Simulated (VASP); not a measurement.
Write the native input for VASP 6.6.1 that does the following.

```yaml
Task: single point
Functional: PBEsol
Potentials_or_basis: VASP PAW PBE potentials, release 64 (Be)
Cutoff: 520 eV
k_mesh: 24 × 24 × 14
Occupations: gaussian, width 0.15 eV
Spin: no spin polarisation
Dipole_correction: no
Further_INCAR_settings: ALGO = Fast; EDIFF = 1e-06; NBANDS = 9
```

The structure of Be lies in POSCAR:

```
Be
1.0
    2.2995019849      0.0000000000      0.0000000000
   -1.1497509925      1.9914271350      0.0000000000
    0.0000000000      0.0000000000      3.6009000000
Be
2
Direct
    0.4086561997      0.8173123994      0.1666874948
    0.6666666667      0.3333333333      0.7500000000
```

This cell differs from its parent crystal: atom 1 (Be) moved by (+0.300, -0.300) A along y and z.

The input as run:

INCAR

```
SYSTEM = Be
PREC     = Accurate       ! precision mode
ENCUT    = 520            ! plane-wave cutoff, eV
EDIFF    = 1E-6           ! SCF threshold, eV
ISMEAR   = 0              ! smearing method
SIGMA    = 0.15           ! smearing width, eV
LREAL    = .FALSE.        ! projectors in reciprocal space
LASPH    = .TRUE.         ! aspherical terms in the spheres
NELM     = 80             ! most SCF steps
ALGO     = Fast           ! electronic algorithm
ISIF     = 2              ! what is computed and relaxed
LWAVE    = .FALSE.        ! write WAVECAR
LCHARG   = .FALSE.        ! write CHGCAR
GGA      = PS             ! functional
NBANDS   = 9              ! bands
```

KPOINTS

```
Automatic mesh
0
G
  24 24 14
  0 0 0
```

Potentials or basis: VASP PAW PBE potentials, release 64 (Be).

Launch:

```bash
$ cat potpaw_PBE.64/Be/POTCAR > POTCAR
$ mpirun -np 1 vasp_std > vasp.out
```

It gave:

```
Pressure               : 4.3 GPa
Largest force          : 3.299 eV/Å
Band gap on the k mesh : zero (band 2 reaches 7.63 eV, above the bottom of band 3 at 5.59 eV)
```

Caveat: the cell differs from its parent crystal (atom 1 (Be) moved by (+0.300, -0.300) A along y and z); the PAW data sets were made with another functional, which shifts forces and pressure a little.

It took 83 s on 1 thread of Intel(R) Xeon(R) 6975P-C (Granite Rapids), with other jobs on the host, peak memory 0.36 GiB.
